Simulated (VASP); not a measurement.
# Te2Mo in VASP: notebook, part 4 of 4

VASP 6.6.1.

### Step 6. Single point, PBE

This run uses another cell than the first one, of 27.45 Å³/atom, 0.946 times its volume.

INCAR reads:

```
SYSTEM = Te2Mo
ALGO     = Normal         ! electronic algorithm
EDIFF    = 1E-7           ! SCF threshold, eV
ENCUT    = 520            ! plane-wave cutoff, eV
GGA      = PE             ! functional
ISIF     = 2              ! what is computed and relaxed
ISMEAR   = 0              ! smearing method
LASPH    = .True.         ! aspherical terms in the spheres
LCHARG   = .False.        ! write CHGCAR
LREAL    = .False.        ! projectors in reciprocal space
LWAVE    = .False.        ! write WAVECAR
NBANDS   = 64             ! bands
NELM     = 80             ! most SCF steps
PREC     = Accurate       ! precision mode
SIGMA    = 0.014          ! smearing width, eV
```

KPOINTS reads:

```
k-points
0
Gamma
  4 8 2
  0 0 0
```

POSCAR reads:

```
Te2Mo
1.0
    6.3464495577      0.0000000000      0.0000000000
    0.0000000000      3.4942155400      0.0000000000
   -0.5490254083      0.0000000000     14.8561586148
Te Mo
8 4
Direct
    0.0630865700      0.5000000000      0.4013918100
    0.9362609700      0.0000000000      0.5989235800
    0.5672046900      0.0000000000      0.3620628100
    0.4325395100      0.5000000000      0.6382740100
    0.0910474500      0.0000000000      0.1379227500
    0.9094538900      0.5000000000      0.8617520200
    0.5810927600      0.5000000000      0.0985498300
    0.4193469800      0.0000000000      0.9011539900
    0.3196862200      0.0000000000      0.5068268200
    0.6797845000      0.5000000000      0.4935200200
    0.1814915000      0.5000000000      0.0065316300
    0.8190039500      0.0000000000      0.9930897200
```

Potentials or basis: VASP PAW PBE potentials, release 64 (Te, Mo_sv).

On the command line:

```sh
cat potpaw_PBE.64/Te/POTCAR potpaw_PBE.64/Mo_sv/POTCAR > POTCAR
mpirun -np 1 vasp_std > vasp.out
```

OUTCAR:

```text
SYSTEM = Te2Mo
   EDIFF = 1E-7
   ENCUT = 520
   GGA = PE
   ISIF = 2
   ISMEAR = 0
   LASPH = .True.
   LREAL = .False.
   NELM = 80
   PREC = Accurate

 ion  position               nearest neighbor table
   1  0.063  0.500  0.401-   9 2.82   9 2.82  10 2.84   2 3.54   2 3.54   3 3.63   3 3.63
   2  0.936  0.000  0.599-  10 2.82  10 2.82   9 2.84   1 3.54   1 3.54   4 3.63   4 3.63
   3  0.567  0.000  0.362-  10 2.70  10 2.70   9 2.71   1 3.63   1 3.63
   4  0.433  0.500  0.638-   9 2.70   9 2.70  10 2.71   2 3.63   2 3.63
   5  0.091  0.000  0.138-  11 2.70  11 2.70  12 2.71   7 3.63   7 3.63
   6  0.909  0.500  0.862-  12 2.70  12 2.70  11 2.71   8 3.63   8 3.63
   7  0.581  0.500  0.099-  12 2.82  12 2.82  11 2.84   8 3.53   8 3.53   5 3.63   5 3.63
   8  0.419  0.000  0.901-  11 2.82  11 2.82  12 2.84   7 3.53   7 3.53   6 3.63   6 3.63
   9  0.320  0.000  0.507-   4 2.70   4 2.70   3 2.71   1 2.82   1 2.82   2 2.84  10 2.89  10 2.89

  10  0.680  0.500  0.494-   3 2.70   3 2.70   4 2.71   2 2.82   2 2.82   1 2.84   9 2.89   9 2.89

  11  0.181  0.500  0.007-   5 2.70   5 2.70   6 2.71   8 2.82   8 2.82   7 2.84  12 2.89  12 2.89

  12  0.819  0.000  0.993-   6 2.70   6 2.70   5 2.71   7 2.82   7 2.82   8 2.84  11 2.89  11 2.89

  LATTYP: Found a simple monoclinic cell.
 ALAT       =     6.3464495577
 B/A-ratio  =     0.5505780056
 C/A-ratio  =     2.3424593439
 COS(beta)  =    -0.0369308709

  Lattice vectors:

 A1 = (   6.3464495577,   0.0000000000,   0.0000000000)
 A2 = (   0.0000000000,   3.4942155400,   0.0000000000)
 A3 = (  -0.5490254083,   0.0000000000,  14.8561586148)

Analysis of symmetry for initial positions (statically):
=====================================================================
 Subroutine PRICEL returns:
 Original cell was already a primitive cell.

 Routine SETGRP: Setting up the symmetry group for a
 simple monoclinic supercell.

 Subroutine GETGRP returns: Found  2 space group operations
 (whereof  2 operations were pure point group operations)
 out of a pool of  4 trial point group operations.

[... 165 lines left out ...]
 non-spin polarized calculation
 Gauss-broadening in eV      SIGMA  =   0.01
  energy-cutoff  :      520.00
  volume of cell :      329.45
 maximum number of plane-waves:      8931
 NGX is ok and might be reduce to    48
   NGX = 23   NGY = 13   NGZ = 55

 number of electron     103.9999995 magnetization

 Free energy of the ion-electron system (eV)
  ---------------------------------------------------
  ext. energy  EPLUGINS =         0.00000000
  ---------------------------------------------------
  free energy    TOTEN  =       -71.94629802 eV

  energy without entropy =      -71.94602811  energy(sigma->0) =      -71.94616307

 E-fermi :   7.1380     XC(G=0):  -9.8566

 val. band max:        7.1264984018   @ k =   0.0000   0.1250   0.5000
 cond. band min:       7.1495358095   @ k =   0.0000   0.2500   0.0000
 fundamental gap:      0.0230374077
 Fermi energy:         7.1379870117

 k-point     1 :       0.0000    0.0000    0.0000
  band No.  band energies     occupation
      1     -53.9142      2.00000
      2     -53.8961      2.00000
      3     -53.8551      2.00000
      4     -53.8371      2.00000
      5     -28.1585      2.00000
      6     -28.1404      2.00000
[... 1597 lines left out ...]
     63       9.5449      0.00000
     64       9.5669      0.00000

 [... further k-points ...]

------------------------ aborting loop because EDIFF is reached ----------------------------------------

  FORCE on cell =-STRESS in cart. coord.  units (eV):
  Direction    XX          YY          ZZ          XY          YZ          ZX
  --------------------------------------------------------------------------------------
  -------------------------------------------------------------------------------------
  Total        1.8915915      0.1027305      2.3872025      0.0000000      0.0000000     -0.0055958
  in kB        9.1992177      0.4996006     11.6094809      0.0000000      0.0000000     -0.0272135
  external PRESSURE =       7.1027664 kB  Pullay stress =       0.0000000 kB

 VOLUME and BASIS-vectors are now :
 -----------------------------------------------------------------------------
  energy-cutoff  :      520.00
  volume of cell :      329.45
      direct lattice vectors                 reciprocal lattice vectors
     6.346449558  0.000000000  0.000000000     0.157568415  0.000000000  0.005823111
     0.000000000  3.494215540  0.000000000     0.000000000  0.286187268  0.000000000
    -0.549025408  0.000000000 14.856158615     0.000000000  0.000000000  0.067312152

 POSITION                                       TOTAL-FORCE (eV/Angst)
 -----------------------------------------------------------------------------------
      0.18000      1.74711      5.96314        -0.040610      0.000000     -0.009983
      5.61311      0.00000      8.89770         0.049714      0.000000      0.010776
      3.40095      0.00000      5.37886         0.013808      0.000000     -0.200752
      2.39466      1.74711      9.48230        -0.024484      0.000000      0.201934
      0.50210      0.00000      2.04900         0.011353      0.000000      0.205681
      5.29868      1.74711     12.80232        -0.012304      0.000000     -0.215174
      3.63377      1.74711      1.46407        -0.049927      0.000000      0.016521
      2.16661      0.00000     13.38769         0.052533      0.000000     -0.021104
      1.75061      0.00000      7.52950        -0.080089      0.000000     -0.092212
      4.04326      1.74711      7.33181         0.081709      0.000000      0.088711
      1.14824      1.74711      0.09703         0.076029      0.000000     -0.075948
      4.65254      0.00000     14.75350        -0.077733      0.000000      0.091550
 -----------------------------------------------------------------------------------
    total drift:                               -0.000015     -0.000000     -0.000010

  FREE ENERGIE OF THE ION-ELECTRON SYSTEM (eV)
  ---------------------------------------------------
  free  energy   TOTEN  =       -71.9462980247 eV

  energy  without entropy=      -71.9460281109  energy(sigma->0) =      -71.94616307
```

Wall time 11 min (1 thread of Intel Xeon 6975P-C (Granite Rapids), shared host); peak memory 0.69 GiB.

Results:

| Quantity | Value |
| --- | --- |
| Free energy | -71.9463 eV |
| Pressure | 0.7 GPa |
| Largest force | 0.216 eV/Å |
| Band gap on the k mesh | zero (band 52 reaches 7.26 eV, above the bottom of band 53 at 7.11 eV) |

Forces in eV/Å, atoms in the order of the input:
```
Te  -0.041  0.000 -0.010
Te   0.050  0.000  0.011
Te   0.014  0.000 -0.201
Te  -0.024  0.000  0.202
Te   0.011  0.000  0.206
Te  -0.012  0.000 -0.215
Te  -0.050  0.000  0.017
Te   0.053  0.000 -0.021
Mo  -0.080  0.000 -0.092
Mo   0.082  0.000  0.089
Mo   0.076  0.000 -0.076
Mo  -0.078  0.000  0.092
```

Levels at points of the mesh, in eV from the Fermi level:
| k point | band 48 | band 49 | band 50 | band 51 | band 52 | band 53 | band 54 | band 55 | band 56 | band 57 |
| --- | --- | --- | --- | --- | --- | --- | --- | --- | --- | --- |
| (0.00, 0.00, 0.00) | -0.63 | -0.35 | -0.16 | 0.02 | 0.12 | 0.59 | 0.76 | 1.02 | 1.05 | 1.35 |
| (0.50, 0.00, 0.00) | -0.84 | -0.74 | -0.72 | -0.72 | -0.70 | 0.11 | 0.13 | 0.97 | 0.98 | 1.47 |
| (0.00, 0.50, 0.00) | -1.62 | -1.43 | -1.43 | -1.42 | -1.42 | 1.10 | 1.10 | 1.15 | 1.15 | 1.31 |
| (0.50, 0.50, 0.00) | -1.72 | -0.93 | -0.93 | -0.89 | -0.89 | 1.03 | 1.03 | 1.05 | 1.05 | 1.87 |
| (0.00, 0.00, 0.50) | -0.64 | -0.22 | -0.21 | 0.06 | 0.07 | 0.63 | 0.66 | 1.03 | 1.04 | 1.63 |
| (0.50, 0.00, 0.50) | -0.84 | -0.74 | -0.72 | -0.66 | -0.61 | 0.12 | 0.14 | 0.96 | 0.99 | 1.40 |
| (0.00, 0.50, 0.50) | -1.61 | -1.46 | -1.46 | -1.43 | -1.42 | 1.10 | 1.10 | 1.14 | 1.14 | 1.33 |
| (0.50, 0.50, 0.50) | -1.72 | -0.92 | -0.92 | -0.89 | -0.89 | 1.03 | 1.03 | 1.05 | 1.05 | 1.79 |

Caveat: spin-orbit coupling is left out, which moves the levels of the heavy elements; this functional lacks dispersion, which binds the layers, so the pressure and a relaxed spacing across them are unreliable.

### Step 7. Summary

```csv
level,cell,k mesh,smearing,gap on the mesh (eV),pressure (GPa),largest force (eV/Å)
PBE,"a = 6.371, b = 3.468, c = 15.758 Å, angles 90.0, 91.1, 90.0°, 12 atoms",3 × 6 × 2,fermi-dirac 0.05 eV,none,0.0,0.01
RPBE+D3(BJ),"a = 5.947, b = 3.162, c = 12.150 Å, angles 90.0, 97.4, 90.0°, 12 atoms",3 × 6 × 2,fermi-dirac 0.05 eV,none,-0.2,0.03
revPBE,"a = 6.404, b = 3.490, c = 20.267 Å, angles 90.0, 91.1, 90.0°, 12 atoms",3 × 6 × 2,fermi-dirac 0.05 eV,none,0.0,0.01
BLYP,"a = 6.346, b = 3.494, c = 14.866 Å, angles 90.0, 92.1, 90.0°, 12 atoms",4 × 8 × 2,fermi-dirac 0.05 eV,none,6.3,0.73
PBE,"a = 6.346, b = 3.494, c = 14.866 Å, angles 90.0, 92.1, 90.0°, 12 atoms",4 × 8 × 2,gaussian 0.014 eV,none,0.7,0.22
```

Alike in all rows: task single point; potentials or basis VASP PAW PBE potentials, release 64 (Te, Mo_sv); no spin polarisation; cutoff (eV) 520.

Caveats: spin-orbit coupling is left out, which moves the levels of the heavy elements; this functional lacks dispersion, which binds the layers, so the pressure and a relaxed spacing across them are unreliable (some runs); the PAW data sets were made with another functional, which shifts forces and pressure a little (some runs); pairwise dispersion overbinds metals, which lowers pressure and volume (some runs).

Absolute energies hang on the potentials; compare differences alone.
